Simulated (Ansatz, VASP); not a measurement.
**One calculation of Cu, two programs**

```xyz
1
Lattice="0.0000 1.8134 1.8134 1.8134 0.0000 1.8134 1.8134 1.8134 0.0000" Properties=species:S:1:pos:R:3 pbc="T T T"
Cu    0.0000    0.0000    0.0000
```

Alike in both runs: functional PBE; k mesh 10 × 10 × 10; occupations gaussian, width 0.1 eV; no spin polarisation.

Ansatz relaxed the structure, and its values are those at the end. VASP's run is a single point on that final structure, the one shown.

|  | VASP | Ansatz |
| --- | --- | --- |
| version | VASP 6.6.1 | Ansatz 0.2.0 |
| potentials or method | VASP PAW PBE potentials, release 64 (Cu), cutoff 600 eV | scalar-relativistic, plane waves, PAW |
| valence electrons in the cell | 11 | 19 |

```csv
,VASP,Ansatz,Ansatz less VASP
gap on the k mesh at the Fermi level (eV),none,none,-
pressure (GPa),1.2,0.3,-0.86
```

A gap of «none» marks a metal or a gap that the smearing closes. VASP's potentials hold 11 valence electrons a cell and Ansatz's 19, so a difference there can come from the potentials and not from the codes.
